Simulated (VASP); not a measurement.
# Ga3Sb2As (I-4m2) in VASP: a series of runs

Runs on Ga3Sb2As. Level: PBE. Tasks: single point, relaxation of cell and atoms.

Everything below comes from runs of VASP 6.6.1. Logs are shortened: lines on timing, memory, paths and dates and some standing lists are left out, and cuts for length are marked.

### Step 1. The cell of the first run

The structure is tetragonal, space group I-4m2 (No. 119). Conventional cell: a = 4.290 Å, b = 4.290 Å, c = 18.121 Å, α = 90.00°, β = 90.00°, γ = 90.00°. Within 3.4 Å of Ga (site symmetry 2mm) lie 2 As at 2.55 Å and 2 Sb at 2.66 Å. Ga (site symmetry -4m2) has 4 Sb at 2.66 Å within 3.5 Å. Within 3.5 Å of Sb (site symmetry 2mm) lie 4 Ga at 2.66 Å. As (site symmetry -4m2) has 4 Ga at 2.55 Å within 3.4 Å.

### Step 2. Single point, PBE

The input, INCAR:

```
SYSTEM = Ga3Sb2As
ALGO = Normal
EDIFF = 1E-7
ENCUT = 520
GGA = PE
ISIF = 2
ISMEAR = 0
LASPH = .TRUE.
LCHARG = .FALSE.
LREAL = .FALSE.
LWAVE = .FALSE.
NBANDS = 36
NELM = 100
PREC = Accurate
SIGMA = 0.1
```

The input, KPOINTS:

```
k-points
0
G
  6 6 6
  0 0 0
```

The input, POSCAR:

```
Ga3Sb2As
1.0
   -2.1451692478      2.1451692478      9.0605617668
    2.1451692478     -2.1451692478      9.0605617668
    2.1451692478      2.1451692478     -9.0605617668
Ga Sb As
3 2 1
Direct
    0.8261354071      0.8261354071      0.0000000000
    0.5000000000      0.5000000000      0.0000000000
    0.1738645929      0.1738645929      0.0000000000
    0.5868360892      0.0868360892      0.5000000000
    0.9131639108      0.4131639108      0.5000000000
    0.2500000000      0.7500000000      0.5000000000
```

Potentials or basis: VASP PAW PBE potentials, release 64 (Ga_d, Sb, As).

Started as:

```bash
> cat potpaw_PBE.64/Ga_d/POTCAR potpaw_PBE.64/Sb/POTCAR potpaw_PBE.64/As/POTCAR > POTCAR
> mpirun -np 1 vasp_std > vasp.out
```

OUTCAR:

```text
SYSTEM = Ga3Sb2As
   EDIFF = 1E-7
   ENCUT = 520
   GGA = PE
   ISIF = 2
   ISMEAR = 0
   LASPH = .TRUE.
   LREAL = .FALSE.
   NELM = 100
   PREC = Accurate

 ion  position               nearest neighbor table
   1  0.826  0.826  0.000-   6 2.55   6 2.55   5 2.66   5 2.66
   2  0.500  0.500  0.000-   4 2.66   5 2.66   4 2.66   5 2.66
   3  0.174  0.174  0.000-   6 2.55   6 2.55   4 2.66   4 2.66
   4  0.587  0.087  0.500-   2 2.66   2 2.66   3 2.66   3 2.66
   5  0.913  0.413  0.500-   2 2.66   2 2.66   1 2.66   1 2.66
   6  0.250  0.750  0.500-   1 2.55   3 2.55   1 2.55   3 2.55

  LATTYP: Found a body centered tetragonal cell.
 ALAT       =     4.2903384956
 C/A-ratio  =     4.2237048550

  Lattice vectors:

 A1 = (  -2.1451692478,   2.1451692478,   9.0605617668)
 A2 = (   2.1451692478,  -2.1451692478,   9.0605617668)
 A3 = (   2.1451692478,   2.1451692478,  -9.0605617668)

Analysis of symmetry for initial positions (statically):
=====================================================================
 Subroutine PRICEL returns:
 Original cell was already a primitive cell.

 Routine SETGRP: Setting up the symmetry group for a
 body centered tetragonal supercell.

 Subroutine GETGRP returns: Found  8 space group operations
 (whereof  8 operations were pure point group operations)
 out of a pool of 16 trial point group operations.

The static configuration has the point symmetry D_2d.

Analysis of symmetry for dynamics (positions and initial velocities):
=====================================================================
 Subroutine PRICEL returns:
 Original cell was already a primitive cell.

 Routine SETGRP: Setting up the symmetry group for a
 body centered tetragonal supercell.

 Subroutine GETGRP returns: Found  8 space group operations
 (whereof  8 operations were pure point group operations)
 out of a pool of 16 trial point group operations.

The dynamic configuration has the point symmetry D_2d.

 Subroutine INISYM returns: Found  8 space group operations
 (whereof  8 operations are pure point group operations),
 and found     1 'primitive' translations

----------------------------------------------------------------------------------------

                                     Primitive cell

  volume of cell :     166.7778

  direct lattice vectors                    reciprocal lattice vectors
    -2.145169248  2.145169248  9.060561767     0.000000000  0.233081842  0.055184216
     2.145169248 -2.145169248  9.060561767     0.233081842  0.000000000  0.055184216
     2.145169248  2.145169248 -9.060561767     0.233081842  0.233081842  0.000000000

  length of vectors
     9.554961106  9.554961106  9.554961106     0.239525453  0.239525453  0.329627502

  position of ions in fractional coordinates (direct lattice)
     0.826135407  0.826135407  0.000000000
     0.500000000  0.500000000  0.000000000
     0.173864593  0.173864593  0.000000000
     0.586836089  0.086836089  0.500000000
     0.913163911  0.413163911  0.500000000
     0.250000000  0.750000000  0.500000000

  ion indices of the primitive-cell ions
   primitive index   ion index
                 1           1
                 2           2
                 3           3
                 4           4
                 5           5
                 6           6

----------------------------------------------------------------------------------------

 KPOINTS: k-points

Automatic generation of k-mesh.
 Grid dimensions read from file:
 generate k-points for:    6    6    6

 Generating k-lattice:

  Cartesian coordinates                     Fractional coordinates (reciprocal lattice)
     0.000000000  0.038846974  0.009197369     0.166666667  0.000000000  0.000000000
     0.038846974  0.000000000  0.009197369     0.000000000  0.166666667  0.000000000
     0.038846974  0.038846974  0.000000000     0.000000000  0.000000000  0.166666667

  Length of vectors
     0.039920909  0.039920909  0.054937917

  Shift w.r.t. Gamma in fractional coordinates (k-lattice)
     0.000000000  0.000000000  0.000000000

 Subroutine IBZKPT returns following result:
 ===========================================

 Found     30 irreducible k-points:

 Following reciprocal coordinates:
            Coordinates               Weight
  0.000000  0.000000  0.000000      1.000000
  0.166667  0.000000  0.000000      8.000000
  0.333333  0.000000 -0.000000      8.000000
  0.500000  0.000000 -0.000000      4.000000
  0.166667  0.166667  0.000000      8.000000
  0.333333  0.166667 -0.000000     16.000000
[... 16 lines left out ...]
 -0.333333 -0.333333  0.166667      8.000000
 -0.166667 -0.333333  0.166667      8.000000
 [... further k-points ...]
   k-points           NKPTS =     30   k-points in BZ     NKDIM =     30   number of bands    NBANDS=     36
   number of dos      NEDOS =    301   number of ions     NIONS =      6
   total plane-waves  NPLWV = 373248
   dimension x,y,z NGX =    72 NGY =   72 NGZ =   72
[... 29 lines left out ...]
   ISMEAR =     0;   SIGMA  =   0.10  broadening in eV -4-tet -1-fermi 0-gaus
   EFERMI_NEDOS =   21; number of points for ismear=-14 and -15
   IALGO  =     38    algorithm
   IMIX   =      4    mixing-type and parameters
     AMIX     =   0.40;   BMIX     =  1.00
     AMIX_MAG =   1.60;   BMIX_MAG =  1.00
  volume/ion in A,a.u.               =      27.80       187.58
  Fermi-wavevector in a.u.,A,eV,Ry     =   1.124156  2.124347 17.194053  1.263727
  Thomas-Fermi vector in A             =   2.260826
   LORBIT       =      0    0 simple, 1 ext, 2 COOP (PROOUT), +10 PAW based schemes
   GGA     = PE    functional components
   LHFCALC =     F    Hartree Fock is set to
   AEXX    =    0.0000 exact exchange contribution
   IVDW    =     0    specifies the selected vdW correction
   LEPSILON=     F    determine dielectric tensor
   LRPA    =     F    only Hartree local field effects (RPA)
 non-spin polarized calculation
 Gauss-broadening in eV      SIGMA  =   0.10
  energy-cutoff  :      520.00
  volume of cell :      166.78
 maximum number of plane-waves:      4536
   NGX = 35   NGY = 35   NGZ = 35

 number of electron      54.0000011 magnetization

 Free energy of the ion-electron system (eV)
  ---------------------------------------------------
  ext. energy  EPLUGINS =         0.00000000
  ---------------------------------------------------
  free energy    TOTEN  =       -22.84701106 eV

  energy without entropy =      -22.84616558  energy(sigma->0) =      -22.84658832

 E-fermi :   4.2466     XC(G=0):  -9.0469

 val. band max:        4.2246223461   @ k =   0.0000   0.0000   0.0000
 cond. band min:       4.5047458950   @ k =  -0.3333   0.3333   0.3333
 fundamental gap:      0.2801235489
 Fermi energy:         4.2466018838

 k-point     1 :       0.0000    0.0000    0.0000
  band No.  band energies     occupation
      1     -10.7893      2.00000
      2     -10.7493      2.00000
      3     -10.7406      2.00000
      4     -10.7406      2.00000
      5     -10.7203      2.00000
      6     -10.7203      2.00000
[... 28 lines left out ...]
     35       7.2900      0.00000
     36      10.3204      0.00000

 k-point     2 :       0.1667    0.0000    0.0000
  band No.  band energies     occupation
      1     -10.7879      2.00000
      2     -10.7517      2.00000
      3     -10.7419      2.00000
      4     -10.7394      2.00000
      5     -10.7219      2.00000
      6     -10.7217      2.00000
[... 28 lines left out ...]
     35       8.2046      0.00000
     36       9.3877      0.00000

 k-point     3 :       0.3333    0.0000   -0.0000
  band No.  band energies     occupation
      1     -10.7869      2.00000
      2     -10.7599      2.00000
      3     -10.7429      2.00000
      4     -10.7366      2.00000
      5     -10.7250      2.00000
      6     -10.7219      2.00000
[... 28 lines left out ...]
     35       8.7551      0.00000
     36       9.2916      0.00000
[... 742 lines left out ...]
 k-point    23 :      -0.3333   -0.3333    0.1667
  band No.  band energies     occupation
      1     -10.7881      2.00000
      2     -10.7509      2.00000
      3     -10.7501      2.00000
      4     -10.7328      2.00000
      5     -10.7250      2.00000
      6     -10.7200      2.00000
[... 28 lines left out ...]
     35       8.8050      0.00000
     36       9.0337      0.00000

 k-point    24 :      -0.1667   -0.3333    0.1667
  band No.  band energies     occupation
      1     -10.7884      2.00000
      2     -10.7508      2.00000
      3     -10.7415      2.00000
      4     -10.7392      2.00000
      5     -10.7222      2.00000
      6     -10.7221      2.00000
[... 28 lines left out ...]
     35       8.2690      0.00000
     36       9.2110      0.00000

 [... further k-points ...]

------------------------ aborting loop because EDIFF is reached ----------------------------------------

  FORCE on cell =-STRESS in cart. coord.  units (eV):
  Direction    XX          YY          ZZ          XY          YZ          ZX
  --------------------------------------------------------------------------------------
  -------------------------------------------------------------------------------------
  Total        0.2293969      0.2293969      0.2001784      0.0000000      0.0000000     -0.0000000
  in kB        2.2037377      2.2037377      1.9230452      0.0000000      0.0000000     -0.0000000
  external PRESSURE =       2.1101735 kB  Pullay stress =       0.0000000 kB

 VOLUME and BASIS-vectors are now :
 -----------------------------------------------------------------------------
  energy-cutoff  :      520.00
  volume of cell :      166.78
      direct lattice vectors                 reciprocal lattice vectors
    -2.145169248  2.145169248  9.060561767     0.000000000  0.233081842  0.055184216
     2.145169248 -2.145169248  9.060561767     0.233081842  0.000000000  0.055184216
     2.145169248  2.145169248 -9.060561767     0.233081842  0.233081842  0.000000000

 POSITION                                       TOTAL-FORCE (eV/Angst)
 -----------------------------------------------------------------------------------
      0.00000      0.00000     14.97050        -0.000000     -0.000000     -0.025918
      0.00000      0.00000      9.06056         0.000000      0.000000      0.000000
      0.00000      0.00000      3.15062         0.000000      0.000000      0.025918
      0.00000      2.14517      1.57357        -0.000000     -0.000000      0.006177
      0.00000      2.14517      7.48699        -0.000000     -0.000000     -0.006177
      2.14517      0.00000      4.53028         0.000000      0.000000      0.000000
 -----------------------------------------------------------------------------------
    total drift:                               -0.000002      0.000002      0.000000

  FREE ENERGIE OF THE ION-ELECTRON SYSTEM (eV)
  ---------------------------------------------------
  free  energy   TOTEN  =       -22.8470110616 eV

  energy  without entropy=      -22.8461655817  energy(sigma->0) =      -22.84658832
```

It took 8.9 min on 1 thread of AMD EPYC 9R45 (Zen 5), shared host; peak memory 0.76 GiB.

What came out:

- Free energy: -22.8470 eV
- Pressure: 0.2 GPa
- Largest force: 0.026 eV/Å
- Band gap on the k mesh: zero (filled and empty bands touch)

Forces on the atoms (eV/Å):
```
Ga   0.000  0.000 -0.026
Ga   0.000  0.000  0.000
Ga   0.000  0.000  0.026
Sb   0.000  0.000  0.006
Sb   0.000  0.000 -0.006
As   0.000  0.000  0.000
```

Levels at points of the mesh, in eV from the Fermi level:
| k point | band 23 | band 24 | band 25 | band 26 | band 27 | band 28 | band 29 | band 30 | band 31 | band 32 |
| --- | --- | --- | --- | --- | --- | --- | --- | --- | --- | --- |
| (0.00, 0.00, 0.00) | -1.88 | -1.88 | -0.34 | -0.08 | -0.02 | -0.02 | 0.98 | 1.23 | 2.13 | 2.33 |
| (0.50, 0.00, 0.00) | -2.65 | -1.75 | -1.14 | -0.95 | -0.90 | 0.30 | 1.61 | 2.03 | 3.79 | 3.92 |
| (0.50, 0.50, 0.00) | -3.10 | -2.97 | -2.93 | -2.51 | -2.48 | 1.10 | 1.33 | 2.57 | 2.84 | 2.89 |
| (0.50, 0.50, 0.50) | -2.63 | -1.19 | -1.19 | -0.78 | -0.78 | 0.95 | 1.25 | 1.63 | 1.98 | 2.38 |

Caveat: semilocal functionals underestimate gaps, and a narrow one can read as zero; spin-orbit coupling is left out, which moves the levels of the heavy elements.

### Step 3. Single point, PBE

This run uses another cell than the first one, of 23.28 Å³/atom.

The input, INCAR:

```
SYSTEM = Ga3Sb2As
PREC     = Accurate       ! precision mode
ENCUT    = 520            ! plane-wave cutoff, eV
EDIFF    = 1E-6           ! SCF threshold, eV
ISMEAR   = 0              ! smearing method
SIGMA    = 0.1            ! smearing width, eV
LREAL    = .FALSE.        ! projectors in reciprocal space
LASPH    = .TRUE.         ! aspherical terms in the spheres
NELM     = 80             ! most SCF steps
ALGO     = Normal         ! electronic algorithm
ISIF     = 2              ! what is computed and relaxed
LWAVE    = .FALSE.        ! write WAVECAR
LCHARG   = .TRUE.         ! write CHGCAR
GGA      = PE             ! functional
LELF     = .TRUE.         ! ELF
LVHAR    = .TRUE.       
NBANDS   = 36             ! bands
```

The input, KPOINTS:

```
regular mesh
0
G
  6 6 6
  0 0 0
```

The input, POSCAR:

```
Ga3Sb2As
1.0
   -2.0191846700      2.0191846700      8.5666750300
    2.0191846700     -2.0191846700      8.5666750300
    2.0191846700      2.0191846700     -8.5666750300
Ga Sb As
3 2 1
Direct
    0.8333333300      0.8333333300      0.0000000000
    0.5000000000      0.5000000000      0.0000000000
    0.1666666700      0.1666666700      0.0000000000
    0.5833333300      0.0833333300      0.5000000000
    0.9166666700      0.4166666700      0.5000000000
    0.2500000000      0.7500000000      0.5000000000
```

Potentials or basis: VASP PAW PBE potentials, release 64 (Ga_d, Sb, As).

Started as:

```bash
> cat potpaw_PBE.64/Ga_d/POTCAR potpaw_PBE.64/Sb/POTCAR potpaw_PBE.64/As/POTCAR > POTCAR
> mpirun -np 1 vasp_std > vasp.out
```

Wall time 7.7 min (1 thread of AMD EPYC 9R45 (Zen 5), shared host); peak memory 0.69 GiB.

Results (log left out):

| Property | Result |
| --- | --- |
| Free energy | -21.6198 eV |
| Pressure | 14.3 GPa |
| Largest force | 1.612 eV/Å |
| Band gap on the k mesh | 0.67 eV |

Forces on the atoms (eV/Å):
```
Ga   0.000  0.000 -1.612
Ga   0.000  0.000  0.000
Ga   0.000  0.000  1.612
Sb   0.000  0.000  0.186
Sb   0.000  0.000 -0.186
As   0.000  0.000  0.000
```

Stress tensor (GPa, compression positive):
```
14.48  0.00  0.00
 0.00 14.48  0.00
 0.00  0.00 13.93
```

Levels at points of the mesh, in eV from the valence-band top:
```
           k point  band 23  band 24  band 25  band 26  band 27  band 28  band 29  band 30  band 31  band 32
(0.00, 0.00, 0.00)    -2.59    -2.59    -0.05     0.00     0.00     0.67     1.03     1.29     2.21     2.25
(0.50, 0.00, 0.00)    -3.22    -1.59    -1.40    -1.39    -1.30     0.81     2.18     2.39     3.95     3.97
(0.50, 0.50, 0.00)    -3.84    -3.73    -3.69    -3.12    -3.11     0.94     0.98     2.82     2.85     2.98
(0.50, 0.50, 0.50)    -2.42    -1.39    -1.39    -1.14    -1.14     0.93     1.01     1.82     1.86     3.31
```

Caveat: the cell stands under pressure; semilocal functionals underestimate gaps, and a narrow one can read as zero; spin-orbit coupling is left out, which moves the levels of the heavy elements; forces of over 1 eV/Å act on the atoms, so gaps and moduli don't describe the material at rest. A k mesh can miss the band edges.

### Step 4. Relaxation of cell and atoms, PBE

This run uses another cell than the first one, of 23.28 Å³/atom.

The input, INCAR:

```
SYSTEM = Ga3Sb2As
PREC = Accurate ; ENCUT = 600
EDIFF = 1E-6 ; ISMEAR = 0
SIGMA = 0.1 ; LREAL = .False.
LASPH = .True. ; NELM = 100
ALGO = Normal ; ISIF = 3
LWAVE = .False. ; LCHARG = .False.
GGA = PE ; IBRION = 2
NSW = 90 ; EDIFFG = -0.04
```

The input, KPOINTS:

```
Automatic mesh
0
Gamma
  6 6 6
  0 0 0
```

POSCAR is that of step 3.

Started as:

```bash
> cat potpaw_PBE.64/Ga_d/POTCAR potpaw_PBE.64/Sb/POTCAR potpaw_PBE.64/As/POTCAR > POTCAR
> mpirun -np 1 vasp_std > vasp.out
```

Wall time 30 min (1 thread of AMD EPYC 9R45 (Zen 5), shared host); peak memory 0.89 GiB.

The run converged. Its results:

```
Free energy                           : -22.8448 eV
Relaxed volume                        : 27.95 Å³/atom
Relaxed cell                          : a = 9.567 Å, b = 9.567 Å, c = 9.567 Å, α = 154.03°, β = 154.03°, γ = 37.06°
Space group after relaxing (to 0.1 Å) : I-4m2 (No. 119)
Energy gained by relaxing             : 204.2 meV/atom
Ionic steps                           : 6
Pressure after relaxing               : 0.0 GPa
Largest force after relaxing          : 0.032 eV/Å
Band gap on the k mesh                : zero (filled and empty bands touch)
```

Forces on the atoms (eV/Å):
```
Ga   0.000  0.000  0.010
Ga   0.000  0.000  0.000
Ga   0.000  0.000 -0.010
Sb   0.000  0.000  0.032
Sb   0.000  0.000 -0.032
As   0.000  0.000  0.000
```

Step by step:
```
step  energy change (eV)  largest force (eV/Å)  pressure (GPa)  volume (Å³)
   1              0.0000                1.6126           14.28       139.71
   2             -0.9482                0.2782           -3.90       186.00
   3             -1.1693                0.4973           -0.28       168.89
   4             -1.1955                0.3297           -0.08       168.24
   5             -1.2219                0.1800            0.20       166.72
   6             -1.2254                0.0324           -0.04       167.72
```

Final structure:
```
CELL_PARAMETERS angstrom
-2.14998 2.14998 9.07116
2.14998 -2.14998 9.07116
2.14998 2.14998 -9.07116
ATOMIC_POSITIONS crystal
Ga 0.82600 0.82600 0.00000
Ga 0.50000 0.50000 0.00000
Ga 0.17400 0.17400 0.00000
Sb 0.58675 0.08675 0.50000
Sb 0.91325 0.41325 0.50000
As 0.25000 0.75000 0.50000
```

Levels at points of the mesh, in eV from the Fermi level:
```csv
k point,band 24,band 25,band 26,band 27,band 28,band 29,band 30,band 31
"(0.00, 0.00, 0.00)",-1.87,-0.38,-0.08,-0.02,-0.02,0.97,1.23,2.12
"(0.50, 0.00, 0.00)",-1.75,-1.13,-0.95,-0.89,0.29,1.59,2.01,3.79
"(0.50, 0.50, 0.00)",-2.95,-2.91,-2.49,-2.46,1.10,1.34,2.57,2.83
"(0.50, 0.50, 0.50)",-1.19,-1.19,-0.77,-0.77,0.95,1.26,1.62,1.97
```

Caveat: the volume moved by over 15 % at a fixed basis, so the end points are rough; semilocal functionals underestimate gaps, and a narrow one can read as zero; spin-orbit coupling is left out, which moves the levels of the heavy elements.

### Step 5. The runs side by side

| task | cell | cutoff (eV) | gap on the mesh (eV) | pressure (GPa) | largest force (eV/Å) |
| --- | --- | --- | --- | --- | --- |
| single point | a = 9.555 Å, angles 154.1, 154.1, 37.0°, 6 atoms, atomic positions A | 520 | none | 0.2 | 0.03 |
| single point | a = 9.030 Å, angles 154.2, 154.2, 36.9°, 6 atoms, atomic positions B | 520 | 0.67 | 14.3 | 1.61 |
| relaxation of cell and atoms | relaxed from a = 9.030 Å, angles 154.2, 154.2, 36.9°, 6 atoms, atomic positions B | 600 | none | 0.0 | 0.03 |

Alike in all rows: level PBE; potentials or basis VASP PAW PBE potentials, release 64 (Ga_d, Sb, As); no spin polarisation; k mesh 6 × 6 × 6; smearing gaussian 0.1 eV.

Caveats: semilocal functionals underestimate gaps, and a narrow one can read as zero; spin-orbit coupling is left out, which moves the levels of the heavy elements; the cell stands under pressure (at least some runs); forces of over 1 eV/Å act on the atoms, so gaps and moduli don't describe the material at rest (at least some runs); the volume moved by over 15 % at a fixed basis, so the end points are rough (at least some runs).

Absolute energies hang on the potentials; compare differences alone.

The gap in the log of VASP goes by the Fermi energy; the results here count the filled bands.